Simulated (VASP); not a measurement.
# AlN (P6_3mc) in VASP: a series of runs, part 2 of 2

VASP 6.6.1.

## Step 3: Single point, PBE0

The input, POSCAR:

```
AlN
1.0
    3.1066937602      0.0000000000      0.0000000000
   -1.5533468801      2.6904757181      0.0000000000
    0.0000000000      0.0000000000      4.9785915519
Al N
2 2
Direct
    0.3333333333      0.6666666667     -0.0032954727
    0.6666666667      0.3333333333      0.4967045273
    0.3333333333      0.6666666667      0.3782954727
    0.6666666667      0.3333333333      0.8782954727
```

The input, INCAR.step1:

```
SYSTEM = AlN
PREC     = Accurate       ! precision mode
ENCUT    = 520            ! plane-wave cutoff, eV
EDIFF    = 1E-5           ! SCF threshold, eV
ISMEAR   = 0              ! smearing method
SIGMA    = 0.01           ! smearing width, eV
LREAL    = .False.        ! projectors in reciprocal space
LASPH    = .True.         ! aspherical terms in the spheres
NELM     = 60             ! most SCF steps
ALGO     = Normal         ! electronic algorithm
ISIF     = 2              ! what is computed and relaxed
LWAVE    = .True.         ! write WAVECAR
LCHARG   = .False.        ! write CHGCAR
GGA      = PE             ! functional
NBANDS   = 16             ! bands
```

The input, INCAR.step2:

```
SYSTEM = AlN
PREC     = Accurate       ! precision mode
ENCUT    = 520            ! plane-wave cutoff, eV
EDIFF    = 1E-6           ! SCF threshold, eV
ISMEAR   = 0              ! smearing method
SIGMA    = 0.01           ! smearing width, eV
LREAL    = .False.        ! projectors in reciprocal space
LASPH    = .True.         ! aspherical terms in the spheres
NELM     = 60             ! most SCF steps
ALGO     = Normal         ! electronic algorithm
ISIF     = 2              ! what is computed and relaxed
LWAVE    = .False.        ! write WAVECAR
LCHARG   = .False.        ! write CHGCAR
GGA      = PE             ! functional
LHFCALC  = .True.         ! exact exchange
AEXX     = 0.25           ! exact-exchange fraction
PRECFOCK = Normal       
ISTART   = 1            
NBANDS   = 16             ! bands
```

The input, KPOINTS:

```
regular mesh
0
Gamma
  6 6 4
  0 0 0
```

Potentials or basis: VASP PAW PBE potentials, release 64 (Al, N).

Started as:

```bash
$ cat potpaw_PBE.64/Al/POTCAR potpaw_PBE.64/N/POTCAR > POTCAR
$ cp INCAR.step1 INCAR
$ mpirun -np 1 vasp_std > vasp.out
$ cp INCAR.step2 INCAR
$ mpirun -np 1 vasp_std > vasp.out
```

OUTCAR:

```text
SYSTEM = AlN
   PREC = Accurate
   ENCUT = 520
   EDIFF = 1E-6
   ISMEAR = 0
   LREAL = .False.
   LASPH = .True.
   NELM = 60
   ISIF = 2
   GGA = PE
   LHFCALC = .True.
   AEXX = 0.25
   PRECFOCK = Normal
   ISTART = 1

 ion  position               nearest neighbor table
   1  0.333  0.667  0.997-   4 1.89   4 1.89   4 1.89   3 1.90   2 3.07   2 3.07   2 3.07   2 3.07
                             2 3.07   2 3.07
   2  0.667  0.333  0.497-   3 1.89   3 1.89   3 1.89   4 1.90   1 3.07   1 3.07   1 3.07   1 3.07
                             1 3.07   1 3.07
   3  0.333  0.667  0.378-   2 1.89   2 1.89   2 1.89   1 1.90
   4  0.667  0.333  0.878-   1 1.89   1 1.89   1 1.89   2 1.90

  LATTYP: Found a hexagonal cell.
 ALAT       =     3.1066937602
 C/A-ratio  =     1.6025369528

  Lattice vectors:

 A1 = (   3.1066937602,   0.0000000000,   0.0000000000)
 A2 = (  -1.5533468801,   2.6904757181,   0.0000000000)
 A3 = (   0.0000000000,   0.0000000000,   4.9785915519)

Analysis of symmetry for initial positions (statically):
[... 182 lines left out ...]
  energy without entropy =      -36.74340556  energy(sigma->0) =      -36.74340556

 E-fermi :   5.0214     XC(G=0):  -8.6052

 val. band max:        4.8890020620   @ k =   0.0000   0.0000   0.0000
 cond. band min:      11.2237024905   @ k =   0.0000   0.0000   0.0000
 fundamental gap:      6.3347004285
 Fermi energy:         5.0213969432

 k-point     1 :       0.0000    0.0000    0.0000
  band No.  band energies     occupation
      1     -11.8689      2.00000
      2      -9.5671      2.00000
      3      -1.6737      2.00000
      4       3.9279      2.00000
      5       3.9279      2.00000
      6       4.6549      2.00000
[... 376 lines left out ...]
      3      -0.4049      2.00000
      4      -0.4049      2.00000
      5       0.6732      2.00000
      6       0.6732      2.00000
[... 8 lines left out ...]
     15      21.2146      0.00000
     16      21.2146      0.00000

------------------------ aborting loop because EDIFF is reached ----------------------------------------

  FORCE on cell =-STRESS in cart. coord.  units (eV):
  Direction    XX          YY          ZZ          XY          YZ          ZX
  --------------------------------------------------------------------------------------
  -------------------------------------------------------------------------------------
  Total       -0.1962230     -0.1962230     -0.2358708      0.0000000      0.0000000      0.0000000
  in kB       -7.5548621     -7.5548621     -9.0813568      0.0000000      0.0000000      0.0000000
  external PRESSURE =      -8.0636937 kB  Pullay stress =       0.0000000 kB

 VOLUME and BASIS-vectors are now :
 -----------------------------------------------------------------------------
  energy-cutoff  :      520.00
  volume of cell :       41.61
      direct lattice vectors                 reciprocal lattice vectors
     3.106693760  0.000000000  0.000000000     0.321885605  0.185840741  0.000000000
    -1.553346880  2.690475718  0.000000000     0.000000000  0.371681481  0.000000000
     0.000000000  0.000000000  4.978591552     0.000000000  0.000000000  0.200860020

 POSITION                                       TOTAL-FORCE (eV/Angst)
 -----------------------------------------------------------------------------------
     -0.00000      1.79365      4.96218         0.000000      0.000000     -0.007189
      1.55335      0.89683      2.47289        -0.000000      0.000000     -0.007189
     -0.00000      1.79365      1.88338        -0.000000     -0.000000      0.007189
      1.55335      0.89683      4.37267         0.000000      0.000000      0.007189
 -----------------------------------------------------------------------------------
    total drift:                               -0.000000      0.000000     -0.000652

  FREE ENERGIE OF THE ION-ELECTRON SYSTEM (eV)
  ---------------------------------------------------
  free  energy   TOTEN  =       -36.7434055644 eV

  energy  without entropy=      -36.7434055644  energy(sigma->0) =      -36.74340556
```

OSZICAR.step1:

```text
N       E                     dE             d eps       ncg     rms          rms(c)
DAV:   1     0.412775692806E+02    0.41278E+02   -0.74588E+03   672   0.906E+02
DAV:   2    -0.311036542583E+02   -0.72381E+02   -0.66237E+02   936   0.185E+02
DAV:   3    -0.345098204794E+02   -0.34062E+01   -0.33977E+01   848   0.423E+01
DAV:   4    -0.345302607443E+02   -0.20440E-01   -0.20439E-01   824   0.366E+00
DAV:   5    -0.345305273141E+02   -0.26657E-03   -0.26657E-03   856   0.421E-01    0.122E+01
DAV:   6    -0.297546992369E+02    0.47758E+01   -0.10667E+01   792   0.237E+01    0.417E+00
DAV:   7    -0.297782821836E+02   -0.23583E-01   -0.68854E-01   720   0.583E+00    0.296E+00
DAV:   8    -0.297709784358E+02    0.73037E-02   -0.60048E-02   744   0.225E+00    0.585E-01
DAV:   9    -0.297659748765E+02    0.50036E-02   -0.12240E-02   864   0.816E-01    0.245E-01
DAV:  10    -0.297666084301E+02   -0.63355E-03   -0.23640E-03   712   0.301E-01    0.132E-01
DAV:  11    -0.297665235709E+02    0.84859E-04   -0.18444E-04   784   0.104E-01    0.327E-02
DAV:  12    -0.297665267115E+02   -0.31406E-05   -0.11594E-05   624   0.277E-02
   1 F= -.29766527E+02 E0= -.29766527E+02  d E =-.493818E-19
```

Run time: 21 min. Hardware: 1 thread of Intel Xeon Platinum 8375C at 2.90GHz (Ice Lake), shared host; peak memory 0.18 GiB.

Results:

```
Free energy            : -36.7434 eV
Pressure               : -0.8 GPa
Largest force          : 0.007 eV/Å
Band gap on the k mesh : 6.33 eV, direct
```

Forces in eV/Å, atoms in the order of the input:
```
Al   0.000  0.000 -0.007
Al   0.000  0.000 -0.007
N    0.000  0.000  0.007
N    0.000  0.000  0.007
```

Stress tensor (GPa, compression positive):
```
-0.76  0.00  0.00
 0.00 -0.76  0.00
 0.00  0.00 -0.91
```

Caveat: the PAW data sets were made with another functional, which shifts forces and pressure a little.
